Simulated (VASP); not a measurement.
# Cu (P6_3/mmc) in VASP: settings compared, part 2 of 3

VASP 6.6.1.

### Step 3. Single point, LDA

This run uses another cell than the first one, of 10.87 Å³/atom.

File INCAR:

```
SYSTEM = Cu
  PREC = Accurate
  ENCUT = 520
  EDIFF = 1E-6
  ISMEAR = -1
  SIGMA = 0.05
  LREAL = .False.
  LASPH = .True.
  NELM = 80
  ALGO = Normal
  ISIF = 2
  LWAVE = .False.
  LCHARG = .False.
  NBANDS = 30
```

File KPOINTS:

```
Automatic mesh
0
Gamma
  11 11 3
  0 0 0
```

File POSCAR:

```
Cu
1.0
    2.4806147499      0.0000000000      0.0000000000
   -1.2403073749      2.1482753904      0.0000000000
    0.0000000000      0.0000000000      8.1623980967
Cu
4
Direct
    0.0000000000      0.0000000000      0.0000000000
    0.3333333333      0.6666666667      0.2500000000
    0.0000000000      0.0000000000      0.5000000000
    0.6666666667      0.3333333333      0.7500000000
```

Potentials or basis: VASP PAW LDA potentials, release 64 (Cu).

Command:

```sh
$ cat potpaw_LDA.64/Cu/POTCAR > POTCAR
$ mpirun -np 1 vasp_std > vasp.out
```

OUTCAR:

```text
SYSTEM = Cu
   PREC = Accurate
   ENCUT = 520
   EDIFF = 1E-6
   ISMEAR = -1
   LREAL = .False.
   LASPH = .True.
   NELM = 80
   ISIF = 2

 ion  position               nearest neighbor table
   1  0.000  0.000  0.000-   2 2.49   4 2.49   2 2.49   4 2.49   4 2.49   2 2.49
   2  0.333  0.667  0.250-   1 2.49   3 2.49   1 2.49   3 2.49   1 2.49   3 2.49
   3  0.000  0.000  0.500-   2 2.49   4 2.49   2 2.49   4 2.49   4 2.49   2 2.49
   4  0.667  0.333  0.750-   1 2.49   3 2.49   1 2.49   3 2.49   1 2.49   3 2.49

  LATTYP: Found a hexagonal cell.
 ALAT       =     2.4806147499
 C/A-ratio  =     3.2904739025

  Lattice vectors:

 A1 = (   2.4806147499,   0.0000000000,   0.0000000000)
 A2 = (  -1.2403073749,   2.1482753904,   0.0000000000)
 A3 = (   0.0000000000,   0.0000000000,   8.1623980967)

Analysis of symmetry for initial positions (statically):
=====================================================================
 Subroutine PRICEL returns:
 Original cell was already a primitive cell.

 Routine SETGRP: Setting up the symmetry group for a
 hexagonal supercell.

 Subroutine GETGRP returns: Found 24 space group operations
 (whereof 12 operations were pure point group operations)
 out of a pool of 24 trial point group operations.

The static configuration has the point symmetry D_3d.
 The point group associated with its full space group is D_6h.

Analysis of symmetry for dynamics (positions and initial velocities):
=====================================================================
 Subroutine PRICEL returns:
 Original cell was already a primitive cell.

 Routine SETGRP: Setting up the symmetry group for a
 hexagonal supercell.

 Subroutine GETGRP returns: Found 24 space group operations
 (whereof 12 operations were pure point group operations)
 out of a pool of 24 trial point group operations.

The dynamic configuration has the point symmetry D_3d.
 The point group associated with its full space group is D_6h.

 Subroutine INISYM returns: Found 24 space group operations
 (whereof 12 operations are pure point group operations),
 and found     1 'primitive' translations

----------------------------------------------------------------------------------------

                                     Primitive cell

  volume of cell :      43.4978

  direct lattice vectors                    reciprocal lattice vectors
     2.480614750  0.000000000  0.000000000     0.403125878  0.232744834  0.000000000
    -1.240307375  2.148275390  0.000000000     0.000000000  0.465489669  0.000000000
     0.000000000  0.000000000  8.162398097     0.000000000  0.000000000  0.122513015

  length of vectors
     2.480614750  2.480614750  8.162398097     0.465489669  0.465489669  0.122513015

  position of ions in fractional coordinates (direct lattice)
     0.000000000  0.000000000  0.000000000
     0.333333333  0.666666667  0.250000000
     0.000000000  0.000000000  0.500000000
     0.666666667  0.333333333  0.750000000

  ion indices of the primitive-cell ions
   primitive index   ion index
                 1           1
                 2           2
                 3           3
                 4           4

----------------------------------------------------------------------------------------

 KPOINTS: Automatic mesh

Automatic generation of k-mesh.
 Grid dimensions read from file:
 generate k-points for:   11   11    3

 Generating k-lattice:

  Cartesian coordinates                     Fractional coordinates (reciprocal lattice)
     0.036647807  0.021158621  0.000000000     0.090909091  0.000000000  0.000000000
     0.000000000  0.042317243  0.000000000     0.000000000  0.090909091  0.000000000
     0.000000000  0.000000000  0.040837672     0.000000000  0.000000000  0.333333333

  Length of vectors
     0.042317243  0.042317243  0.040837672

  Shift w.r.t. Gamma in fractional coordinates (k-lattice)
     0.000000000  0.000000000  0.000000000

 Subroutine IBZKPT returns following result:
 ===========================================

 Found     32 irreducible k-points:

 Following reciprocal coordinates:
            Coordinates               Weight
  0.000000  0.000000  0.000000      1.000000
  0.090909  0.000000  0.000000      6.000000
  0.181818 -0.000000  0.000000      6.000000
  0.272727 -0.000000  0.000000      6.000000
  0.363636  0.000000  0.000000      6.000000
  0.454545  0.000000  0.000000      6.000000
[... 16 lines left out ...]
  0.090909  0.090909  0.333333     12.000000
  0.181818  0.090909  0.333333     24.000000
 [... further k-points ...]
   k-points           NKPTS =     32   k-points in BZ     NKDIM =     32   number of bands    NBANDS=     30
   number of dos      NEDOS =    301   number of ions     NIONS =      4
   total plane-waves  NPLWV =  20736
   dimension x,y,z NGX =    18 NGY =   18 NGZ =   64
   dimension x,y,z NGXF=    36 NGYF=   36 NGZF=  128
   ions per type =               4
   NGX,Y,Z   is equivalent  to a cutoff of  12.06, 12.06, 13.04 a.u.
   NGXF,Y,Z  is equivalent  to a cutoff of  24.13, 24.13, 26.07 a.u.
 SYSTEM =  Cu
   PREC   = accura    normal or accurate (medium, high low for compatibility)
   ISTART =      0    job   : 0-new  1-cont  2-samecut
   ICHARG =      2    charge: 1-file 2-atom 10-const
   ISPIN  =      1    spin polarized calculation?
   LNONCOLLINEAR =      F non collinear calculations
   LSORBIT =      F    spin-orbit coupling
   LASPH  =      T    aspherical Exc in radial PAW
   ENCUT  =  520.0 eV  38.22 Ry    6.18 a.u.   4.61  4.61 15.18*2*pi/ulx,y,z
   NELM   =     80;   NELMIN=  2; NELMDL= -5     # of ELM steps
   EDIFF  = 0.1E-05   stopping-criterion for ELM
   LREAL  =      F    real-space projection
   EDIFFG = 0.1E-04   stopping-criterion for IOM
   NSW    =      0    number of steps for IOM
   IBRION =     -1    ionic relax: 0-MD 1-quasi-New 2-CG
   NFREE  =      0    steps in history (QN), initial steepest desc. (CG)
   ISIF   =      2    stress and relaxation
   ISYM   =      2    0-nonsym 1-usesym 2-fastsym
   POTIM  = 0.5000    time-step for ionic-motion
   TEBEG  =    0.0;   TEEND  =   0.0 temperature during run
   PSTRESS=    0.0 pullay stress
   NELECT =      44.0000    total number of electrons
   NUPDOWN=      -1.0000    fix difference up-down
   EMIN   =  10.00;   EMAX   =-10.00  energy-range for DOS
   EFERMI =   0.00;   METHOD = LEGACY
   ISMEAR =    -1;   SIGMA  =   0.05  broadening in eV -4-tet -1-fermi 0-gaus
   EFERMI_NEDOS =   21; number of points for ismear=-14 and -15
   IALGO  =     38    algorithm
   IMIX   =      4    mixing-type and parameters
     AMIX     =   0.40;   BMIX     =  1.00
     AMIX_MAG =   1.60;   BMIX_MAG =  1.00
  volume/ion in A,a.u.               =      10.87        73.38
  Fermi-wavevector in a.u.,A,eV,Ry     =   1.643375  3.105529 36.745006  2.700682
  Thomas-Fermi vector in A             =   2.733520
   LORBIT       =      0    0 simple, 1 ext, 2 COOP (PROOUT), +10 PAW based schemes
   GGA     = CA    functional components
   LHFCALC =     F    Hartree Fock is set to
   AEXX    =    0.0000 exact exchange contribution
   IVDW    =     0    specifies the selected vdW correction
   LEPSILON=     F    determine dielectric tensor
   LRPA    =     F    only Hartree local field effects (RPA)
 non-spin polarized calculation
  energy-cutoff  :      520.00
  volume of cell :       43.50
 maximum number of plane-waves:      1190
   NGX =  9   NGY =  9   NGZ = 31

 number of electron      43.9999891 magnetization

 Free energy of the ion-electron system (eV)
  ---------------------------------------------------
  ext. energy  EPLUGINS =         0.00000000
  ---------------------------------------------------
  free energy    TOTEN  =       -18.81906218 eV

  energy without entropy =      -18.80718204  energy(sigma->0) =      -18.81312211

 E-fermi :   8.5021     XC(G=0): -13.5932

 val. band max:        8.4998907688   @ k =   0.2727   0.1818   0.0000
 cond. band min:       8.5646242916   @ k =   0.2727   0.1818   0.0000
 fundamental gap:      0.0647335228
 Fermi energy:         8.5020907663

 k-point     1 :       0.0000    0.0000    0.0000
  band No.  band energies     occupation
      1      -1.5753      2.00000
      2       0.6337      2.00000
      3       0.6369      2.00000
      4       2.7878      2.00000
      5       4.7672      2.00000
      6       4.7756      2.00000
[... 22 lines left out ...]
     29      31.1343      0.00000
     30      31.6616      0.00000
[... 728 lines left out ...]
  band No.  band energies     occupation
      1       0.5513      2.00000
      2       1.2087      2.00000
      3       3.1345      2.00000
      4       3.6320      2.00000
      5       4.2171      2.00000
      6       4.2480      2.00000
[... 22 lines left out ...]
     29      23.4143      0.00000
     30      24.0905      0.00000

 [... further k-points ...]
[... 5 lines left out ...]
  --------------------------------------------------------------------------------------
  -------------------------------------------------------------------------------------
  Total        0.2602530      0.2602530      0.2853902      0.0000000     -0.0000000      0.0000000
  in kB        9.5860413      9.5860413     10.5119329      0.0000000     -0.0000000      0.0000000
  external PRESSURE =       9.8946718 kB  Pullay stress =       0.0000000 kB

 VOLUME and BASIS-vectors are now :
 -----------------------------------------------------------------------------
  energy-cutoff  :      520.00
  volume of cell :       43.50
      direct lattice vectors                 reciprocal lattice vectors
     2.480614750  0.000000000  0.000000000     0.403125878  0.232744834  0.000000000
    -1.240307375  2.148275390  0.000000000     0.000000000  0.465489669  0.000000000
     0.000000000  0.000000000  8.162398097     0.000000000  0.000000000  0.122513015

 POSITION                                       TOTAL-FORCE (eV/Angst)
 -----------------------------------------------------------------------------------
      0.00000      0.00000      0.00000         0.000000      0.000000      0.000000
     -0.00000      1.43218      2.04060         0.000000     -0.000000     -0.000000
      0.00000      0.00000      4.08120         0.000000      0.000000      0.000000
      1.24031      0.71609      6.12180        -0.000000      0.000000     -0.000000
 -----------------------------------------------------------------------------------
    total drift:                                0.000000     -0.000000      0.000000

  FREE ENERGIE OF THE ION-ELECTRON SYSTEM (eV)
  ---------------------------------------------------
  free  energy   TOTEN  =       -18.8190621793 eV

  energy  without entropy=      -18.8071820423  energy(sigma->0) =      -18.81312211
```

OSZICAR:

```text
N       E                     dE             d eps       ncg     rms          rms(c)
DAV:   1     0.330441025902E+03    0.33044E+03   -0.19887E+04  2104   0.275E+03
DAV:   2     0.724698458259E+01   -0.32319E+03   -0.31111E+03  1920   0.393E+02
DAV:   3    -0.221236308705E+02   -0.29371E+02   -0.28106E+02  2120   0.168E+02
DAV:   4    -0.229066363971E+02   -0.78301E+00   -0.78148E+00  2200   0.375E+01
DAV:   5    -0.229191811754E+02   -0.12545E-01   -0.12544E-01  2508   0.464E+00    0.161E+01
DAV:   6    -0.201384702621E+02    0.27807E+01   -0.30254E+01  2136   0.122E+02    0.721E+00
DAV:   7    -0.188784917336E+02    0.12600E+01   -0.55591E+00  2214   0.506E+01    0.108E+00
DAV:   8    -0.188327236208E+02    0.45768E-01   -0.12045E-01  2988   0.835E+00    0.826E-01
DAV:   9    -0.188241146935E+02    0.86089E-02   -0.17113E-02  2334   0.590E+00    0.508E-01
DAV:  10    -0.188192137211E+02    0.49010E-02   -0.75685E-03  2448   0.165E+00    0.852E-02
DAV:  11    -0.188190811101E+02    0.13261E-03   -0.61134E-04  2846   0.381E-01    0.321E-02
DAV:  12    -0.188190616371E+02    0.19473E-04   -0.88994E-05  2472   0.255E-01    0.746E-03
DAV:  13    -0.188190623691E+02   -0.73195E-06   -0.18604E-05  2322   0.956E-02    0.433E-03
DAV:  14    -0.188190621793E+02    0.18972E-06   -0.14783E-06  1446   0.518E-02
   1 F= -.18819062E+02 E0= -.18813122E+02  d E =-.118801E-01
```

Wall time 16 s (1 thread of Intel Xeon 6975P-C (Granite Rapids), shared host); peak memory 0.15 GiB.

Results:

```
Free energy            : -18.8191 eV
Pressure               : 1.0 GPa
Band gap on the k mesh : zero (bands 22 and 23 overlap by 4.71 eV)
```

### Step 4. Single point, BLYP+D3(BJ)

This run uses another cell than the first one, of 11.11 Å³/atom.

File INCAR:

```
PREC     = Accurate       # precision mode
ENCUT    = 520            # plane-wave cutoff, eV
EDIFF    = 1E-7           # SCF threshold, eV
ISMEAR   = -1             # smearing method
SIGMA    = 0.05           # smearing width, eV
LREAL    = False          # projectors in reciprocal space
LASPH    = True           # aspherical terms in the spheres
NELM     = 60             # most SCF steps
ALGO     = Normal         # electronic algorithm
ISIF     = 2              # what is computed and relaxed
LWAVE    = False          # write WAVECAR
LCHARG   = False          # write CHGCAR
GGA      = B5             # functional
ALDAX    = 1.0          
AGGAX    = 1.0          
AGGAC    = 1.0          
ALDAC    = 0.0          
IVDW     = 12             # dispersion correction
VDW_S6   = 1.0          
VDW_S8   = 2.6996       
VDW_A1   = 0.4298       
VDW_A2   = 4.2359       
NBANDS   = 30             # bands
```

File KPOINTS:

```
regular mesh
0
Gamma
  11 11 3
```

File POSCAR:

```
Cu
1.0
    2.4970987203      0.0000000000      0.0000000000
   -1.2485493601      2.1625509275      0.0000000000
    0.0000000000      0.0000000000      8.2326358237
Cu
4
Direct
    0.0000000000      0.0000000000      0.0000000000
    0.3333333333      0.6666666667      0.2500000000
    0.0000000000      0.0000000000      0.5000000000
    0.6666666667      0.3333333333      0.7500000000
```

Potentials or basis: VASP PAW PBE potentials, release 64 (Cu).

Command:

```sh
$ cat potpaw_PBE.64/Cu/POTCAR > POTCAR
$ mpirun -np 1 vasp_std > vasp.out
```

Run time: 31 s. Hardware: 1 thread of Intel Xeon 6975P-C (Granite Rapids), shared host; peak memory 0.19 GiB.

It converged, with:

| Quantity | Value |
| --- | --- |
| Free energy | -17.1339 eV |
| Pressure | 0.7 GPa |
| Band gap on the k mesh | zero (bands 22 and 23 overlap by 4.76 eV) |
| Dispersion energy per atom | -1.405 eV |

Levels at points of the mesh, in eV from the Fermi level:
```
           k point  band 20  band 21  band 22  band 23  band 24  band 25
(0.00, 0.00, 0.00)    -2.27    -2.27    -1.96    -1.96    -1.21     3.76
```

Caveat: the dispersion term is far too large for a dense solid, which distorts pressure and volume; the PAW data sets were made with another functional, which shifts forces and pressure a little.

(Continued in part 3 of 3.)

The gap in the log of VASP goes by the Fermi energy; the results here count the filled bands.